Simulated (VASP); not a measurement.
# Sn (I4_1/amd) in VASP: a series of runs

The runs below take Sn through single point, with LDA.

All numbers are computed with VASP 6.6.1; they aren't measurements. Logs are shortened: lines on timing, memory, paths and dates and some standing lists are left out, and cuts for length are marked.

## 1. The cell of the first run

Symmetry: I4_1/amd, No. 141, tetragonal system. The conventional cell has a = 6.208 Å, b = 6.208 Å, c = 2.870 Å, α = 90.00°, β = 90.00°, γ = 90.00°. Sn (site symmetry -4m2) has 10 Sn at 2.87 to 3.78 Å within 3.8 Å.

## 2. Single point, LDA

The input, INCAR:

```
SYSTEM = Sn
PREC = Accurate
ENCUT = 520
EDIFF = 1E-6
ISMEAR = 0
SIGMA = 0.15
LREAL = .False.
LASPH = .True.
NELM = 100
ALGO = Normal
ISIF = 2
LWAVE = .False.
LCHARG = .False.
NBANDS = 21
```

The input, KPOINTS:

```
regular mesh
0
Gamma
  18 18 18
  0 0 0
```

The input, POSCAR:

```
Sn
1.0
   -3.1038098185      3.1038098185      1.4350810438
    3.1038098185     -3.1038098185      1.4350810438
    3.1038098185      3.1038098185     -1.4350810438
Sn
2
Direct
    0.7500000000      0.2500000000      0.5000000000
    0.0000000000      0.0000000000      0.0000000000
```

Potentials or basis: VASP PAW LDA potentials, release 64 (Sn_d).

The run is started by

```console
$ cat potpaw_LDA.64/Sn_d/POTCAR > POTCAR
$ mpirun -np 1 vasp_std > vasp.out
```

OUTCAR:

```text
SYSTEM = Sn
   PREC = Accurate
   ENCUT = 520
   EDIFF = 1E-6
   ISMEAR = 0
   LREAL = .False.
   LASPH = .True.
   NELM = 100
   ISIF = 2

 ion  position               nearest neighbor table
   1  0.750  0.250  0.500-   2 3.19   2 3.19   2 3.19   2 3.19
   2  0.000  0.000  0.000-   1 3.19   1 3.19   1 3.19   1 3.19

  LATTYP: Found a body centered tetragonal cell.
 ALAT       =     6.2076196370
 C/A-ratio  =     0.4623611393

  Lattice vectors:

 A1 = (  -3.1038098185,   3.1038098185,   1.4350810438)
 A2 = (   3.1038098185,  -3.1038098185,   1.4350810438)
 A3 = (   3.1038098185,   3.1038098185,  -1.4350810438)

Analysis of symmetry for initial positions (statically):
=====================================================================
 Subroutine PRICEL returns:
 Original cell was already a primitive cell.

 Routine SETGRP: Setting up the symmetry group for a
 body centered tetragonal supercell.

 Subroutine GETGRP returns: Found 16 space group operations
 (whereof  8 operations were pure point group operations)
 out of a pool of 16 trial point group operations.

The static configuration has the point symmetry D_2d.
 The point group associated with its full space group is D_4h.

Analysis of symmetry for dynamics (positions and initial velocities):
=====================================================================
 Subroutine PRICEL returns:
 Original cell was already a primitive cell.

 Routine SETGRP: Setting up the symmetry group for a
 body centered tetragonal supercell.

 Subroutine GETGRP returns: Found 16 space group operations
 (whereof  8 operations were pure point group operations)
 out of a pool of 16 trial point group operations.

The dynamic configuration has the point symmetry D_2d.
 The point group associated with its full space group is D_4h.

 Subroutine INISYM returns: Found 16 space group operations
 (whereof  8 operations are pure point group operations),
 and found     1 'primitive' translations

----------------------------------------------------------------------------------------

                                     Primitive cell

  volume of cell :      55.3002

  direct lattice vectors                    reciprocal lattice vectors
    -3.103809818  3.103809818  1.435081044     0.000000000  0.161092344  0.348412379
     3.103809818 -3.103809818  1.435081044     0.161092344  0.000000000  0.348412379
     3.103809818  3.103809818 -1.435081044     0.161092344  0.161092344  0.000000000

  length of vectors
     4.618087091  4.618087091  4.618087091     0.383851441  0.383851441  0.227818978

  position of ions in fractional coordinates (direct lattice)
     0.750000000  0.250000000  0.500000000
     0.000000000  0.000000000  0.000000000

  ion indices of the primitive-cell ions
   primitive index   ion index
                 1           1
                 2           2

----------------------------------------------------------------------------------------

 KPOINTS: regular mesh

Automatic generation of k-mesh.
 Grid dimensions read from file:
 generate k-points for:   18   18   18

 Generating k-lattice:

  Cartesian coordinates                     Fractional coordinates (reciprocal lattice)
     0.000000000  0.008949575  0.019356243     0.055555556  0.000000000 -0.000000000
     0.008949575  0.000000000  0.019356243     0.000000000  0.055555556 -0.000000000
     0.008949575  0.008949575  0.000000000     0.000000000  0.000000000  0.055555556

  Length of vectors
     0.021325080  0.021325080  0.012656610

  Shift w.r.t. Gamma in fractional coordinates (k-lattice)
     0.000000000  0.000000000  0.000000000

 Subroutine IBZKPT returns following result:
 ===========================================

 Found    480 irreducible k-points:

 Following reciprocal coordinates:
            Coordinates               Weight
  0.000000  0.000000  0.000000      1.000000
  0.055556 -0.000000  0.000000      8.000000
  0.111111 -0.000000  0.000000      8.000000
  0.166667 -0.000000  0.000000      8.000000
  0.222222 -0.000000  0.000000      8.000000
  0.277778 -0.000000  0.000000      8.000000
[... 16 lines left out ...]
 -0.277778  0.055556 -0.000000     16.000000
 -0.222222  0.055556 -0.000000     16.000000
 [... further k-points ...]
   k-points           NKPTS =    480   k-points in BZ     NKDIM =    480   number of bands    NBANDS=     21
   number of dos      NEDOS =    301   number of ions     NIONS =      2
   total plane-waves  NPLWV =  46656
   dimension x,y,z NGX =    36 NGY =   36 NGZ =   36
   dimension x,y,z NGXF=    72 NGYF=   72 NGZF=   72
   ions per type =               2
   NGX,Y,Z   is equivalent  to a cutoff of  12.96, 12.96, 12.96 a.u.
   NGXF,Y,Z  is equivalent  to a cutoff of  25.92, 25.92, 25.92 a.u.
 SYSTEM =  Sn
   PREC   = accura    normal or accurate (medium, high low for compatibility)
   ISTART =      0    job   : 0-new  1-cont  2-samecut
   ICHARG =      2    charge: 1-file 2-atom 10-const
   ISPIN  =      1    spin polarized calculation?
   LNONCOLLINEAR =      F non collinear calculations
   LSORBIT =      F    spin-orbit coupling
   LASPH  =      T    aspherical Exc in radial PAW
   ENCUT  =  520.0 eV  38.22 Ry    6.18 a.u.   8.59  8.59  8.59*2*pi/ulx,y,z
   NELM   =    100;   NELMIN=  2; NELMDL= -5     # of ELM steps
   EDIFF  = 0.1E-05   stopping-criterion for ELM
   LREAL  =      F    real-space projection
   EDIFFG = 0.1E-04   stopping-criterion for IOM
   NSW    =      0    number of steps for IOM
   IBRION =     -1    ionic relax: 0-MD 1-quasi-New 2-CG
   NFREE  =      0    steps in history (QN), initial steepest desc. (CG)
   ISIF   =      2    stress and relaxation
   ISYM   =      2    0-nonsym 1-usesym 2-fastsym
   POTIM  = 0.5000    time-step for ionic-motion
   TEBEG  =    0.0;   TEEND  =   0.0 temperature during run
   PSTRESS=    0.0 pullay stress
   NELECT =      28.0000    total number of electrons
   NUPDOWN=      -1.0000    fix difference up-down
   EMIN   =  10.00;   EMAX   =-10.00  energy-range for DOS
   EFERMI =   0.00;   METHOD = LEGACY
   ISMEAR =     0;   SIGMA  =   0.15  broadening in eV -4-tet -1-fermi 0-gaus
   EFERMI_NEDOS =   21; number of points for ismear=-14 and -15
   IALGO  =     38    algorithm
   IMIX   =      4    mixing-type and parameters
     AMIX     =   0.40;   BMIX     =  1.00
     AMIX_MAG =   1.60;   BMIX_MAG =  1.00
  volume/ion in A,a.u.               =      27.65       186.59
  Fermi-wavevector in a.u.,A,eV,Ry     =   1.304824  2.465760 23.164816  1.702566
  Thomas-Fermi vector in A             =   2.435734
   LORBIT       =      0    0 simple, 1 ext, 2 COOP (PROOUT), +10 PAW based schemes
   GGA     = CA    functional components
   LHFCALC =     F    Hartree Fock is set to
   AEXX    =    0.0000 exact exchange contribution
   IVDW    =     0    specifies the selected vdW correction
   LEPSILON=     F    determine dielectric tensor
   LRPA    =     F    only Hartree local field effects (RPA)
 non-spin polarized calculation
 Gauss-broadening in eV      SIGMA  =   0.15
  energy-cutoff  :      520.00
  volume of cell :       55.30
 maximum number of plane-waves:      1522
   NGX = 17   NGY = 17   NGZ = 17

 number of electron      27.9999995 magnetization

 Free energy of the ion-electron system (eV)
  ---------------------------------------------------
  ext. energy  EPLUGINS =         0.00000000
  ---------------------------------------------------
  free energy    TOTEN  =        -8.75519895 eV

  energy without entropy =       -8.74106297  energy(sigma->0) =       -8.74813096

 E-fermi :   7.4547     XC(G=0): -10.4356

 val. band max:        7.4508360004   @ k =   0.3889   0.3889   0.0556
 cond. band min:       7.4554918098   @ k =  -0.4444   0.2222   0.1111
 fundamental gap:      0.0046558094
 Fermi energy:         7.4546536892

 k-point     1 :       0.0000    0.0000    0.0000
  band No.  band energies     occupation
      1     -14.2103      2.00000
      2     -14.1738      2.00000
      3     -14.0301      2.00000
      4     -13.9330      2.00000
      5     -13.7585      2.00000
      6     -13.7375      2.00000
[... 13 lines left out ...]
     20      17.1245      0.00000
     21      17.2038      0.00000

 k-point     2 :       0.0556   -0.0000    0.0000
  band No.  band energies     occupation
      1     -14.1933      2.00000
      2     -14.1565      2.00000
      3     -14.0267      2.00000
      4     -13.9308      2.00000
      5     -13.7589      2.00000
      6     -13.7484      2.00000
[... 13 lines left out ...]
     20      16.4486      0.00000
     21      16.6942      0.00000

 k-point     3 :       0.1111   -0.0000    0.0000
  band No.  band energies     occupation
      1     -14.1443      2.00000
      2     -14.1073      2.00000
      3     -14.0162      2.00000
      4     -13.9242      2.00000
      5     -13.7730      2.00000
      6     -13.7717      2.00000
[... 13 lines left out ...]
     20      16.0767      0.00000
     21      17.0253      0.00000

 k-point     4 :       0.1667   -0.0000    0.0000
  band No.  band energies     occupation
      1     -14.0696      2.00000
      2     -14.0391      2.00000
      3     -13.9933      2.00000
      4     -13.9142      2.00000
      5     -13.8072      2.00000
      6     -13.8024      2.00000
[... 13 lines left out ...]
     20      16.3261      0.00000
     21      16.8615      0.00000

 k-point     5 :       0.2222   -0.0000    0.0000
  band No.  band energies     occupation
      1     -14.0007      2.00000
      2     -13.9786      2.00000
      3     -13.9249      2.00000
      4     -13.9022      2.00000
      5     -13.8470      2.00000
      6     -13.8334      2.00000
[... 13 lines left out ...]
     20      15.7425      0.00000
     21      16.0308      0.00000

 k-point     6 :       0.2778   -0.0000    0.0000
  band No.  band energies     occupation
      1     -13.9836      2.00000
      2     -13.9062      2.00000
      3     -13.8994      2.00000
      4     -13.8776      2.00000
      5     -13.8758      2.00000
      6     -13.8415      2.00000
[... 13 lines left out ...]
     20      15.1723      0.00000
     21      15.2739      0.00000

 k-point     7 :       0.3333   -0.0000    0.0000
  band No.  band energies     occupation
      1     -13.9789      2.00000
      2     -13.9323      2.00000
      3     -13.9094      2.00000
      4     -13.8964      2.00000
      5     -13.8733      2.00000
      6     -13.8694      2.00000
[... 13 lines left out ...]
     20      14.4754      0.00000
     21      15.5940      0.00000
[... 291 lines left out ...]
      1     -13.9832      2.00000
      2     -13.9621      2.00000
      3     -13.9466      2.00000
      4     -13.9003      2.00000
      5     -13.8866      2.00000
      6     -13.8524      2.00000
[... 13 lines left out ...]
     20      15.2795      0.00000
     21      16.2250      0.00000

 k-point    21 :      -0.3889    0.0556   -0.0000
  band No.  band energies     occupation
      1     -13.9748      2.00000
      2     -13.9324      2.00000
      3     -13.9156      2.00000
      4     -13.8913      2.00000
      5     -13.8746      2.00000
      6     -13.8630      2.00000
[... 13 lines left out ...]
     20      14.9040      0.00000
     21      15.5405      0.00000

 k-point    22 :      -0.3333    0.0556   -0.0000
  band No.  band energies     occupation
      1     -13.9769      2.00000
      2     -13.9091      2.00000
      3     -13.8959      2.00000
      4     -13.8850      2.00000
      5     -13.8714      2.00000
      6     -13.8436      2.00000
[... 13 lines left out ...]
     20      15.2628      0.00000
     21      15.6072      0.00000

 k-point    23 :      -0.2778    0.0556   -0.0000
  band No.  band energies     occupation
      1     -13.9944      2.00000
      2     -13.9769      2.00000
      3     -13.9300      2.00000
      4     -13.8969      2.00000
      5     -13.8452      2.00000
      6     -13.8267      2.00000
[... 13 lines left out ...]
     20      15.8022      0.00000
     21      16.4400      0.00000

 k-point    24 :      -0.2222    0.0556   -0.0000
  band No.  band energies     occupation
      1     -14.0692      2.00000
      2     -14.0375      2.00000
      3     -13.9896      2.00000
      4     -13.9091      2.00000
      5     -13.8064      2.00000
      6     -13.7986      2.00000
[... 13 lines left out ...]
     20      16.5566      0.00000
     21      17.0442      0.00000

 [... further k-points ...]
[... 5 lines left out ...]
  --------------------------------------------------------------------------------------
  -------------------------------------------------------------------------------------
  Total       -1.7261211     -1.7261211      2.6554425      0.0000000      0.0000000      0.0000000
  in kB      -50.0098110    -50.0098110     76.9344502      0.0000000      0.0000000      0.0000000
  external PRESSURE =      -7.6950573 kB  Pullay stress =       0.0000000 kB

 VOLUME and BASIS-vectors are now :
 -----------------------------------------------------------------------------
  energy-cutoff  :      520.00
  volume of cell :       55.30
      direct lattice vectors                 reciprocal lattice vectors
    -3.103809818  3.103809818  1.435081044     0.000000000  0.161092344  0.348412379
     3.103809818 -3.103809818  1.435081044     0.161092344  0.000000000  0.348412379
     3.103809818  3.103809818 -1.435081044     0.161092344  0.161092344  0.000000000

 POSITION                                       TOTAL-FORCE (eV/Angst)
 -----------------------------------------------------------------------------------
      0.00000      3.10381      0.71754        -0.000000      0.000000     -0.000000
      0.00000      0.00000      0.00000         0.000000     -0.000000      0.000000
 -----------------------------------------------------------------------------------
    total drift:                               -0.000000      0.000000     -0.000000

  FREE ENERGIE OF THE ION-ELECTRON SYSTEM (eV)
  ---------------------------------------------------
  free  energy   TOTEN  =        -8.7551989531 eV

  energy  without entropy=       -8.7410629692  energy(sigma->0) =       -8.74813096
```

It took 6.3 min on 1 thread of Intel Xeon Platinum 8259CL at 2.50GHz (Skylake/Cascade Lake), shared host; peak memory 0.51 GiB.

Results:

| Quantity | Value |
| --- | --- |
| Free energy | -8.7552 eV |
| Pressure | -0.8 GPa |
| Band gap on the k mesh | zero (band 14 reaches 8.53 eV, above the bottom of band 15 at 5.61 eV) |

Levels at points of the mesh, in eV from the Fermi level:
| k point | band 10 | band 11 | band 12 | band 13 | band 14 | band 15 | band 16 | band 17 | band 18 | band 19 |
| --- | --- | --- | --- | --- | --- | --- | --- | --- | --- | --- |
| (0.00, 0.00, 0.00) | -21.13 | -11.09 | -5.41 | -2.51 | -2.51 | 2.61 | 4.51 | 4.51 | 8.10 | 8.75 |
| (0.50, 0.00, 0.00) | -21.02 | -5.75 | -4.76 | -2.45 | -2.23 | -0.25 | 2.71 | 2.80 | 4.35 | 6.62 |
| (0.50, 0.50, 0.00) | -21.17 | -9.21 | -9.21 | -0.25 | -0.25 | 0.29 | 0.29 | 8.93 | 8.93 | 9.10 |
| (0.50, 0.50, 0.50) | -21.19 | -8.33 | -8.33 | -4.78 | -4.78 | 6.81 | 6.81 | 8.31 | 8.31 | 11.35 |

Caveat: spin-orbit coupling is left out, which moves the levels of the heavy elements.

(Part 1 of 2 ends here.)
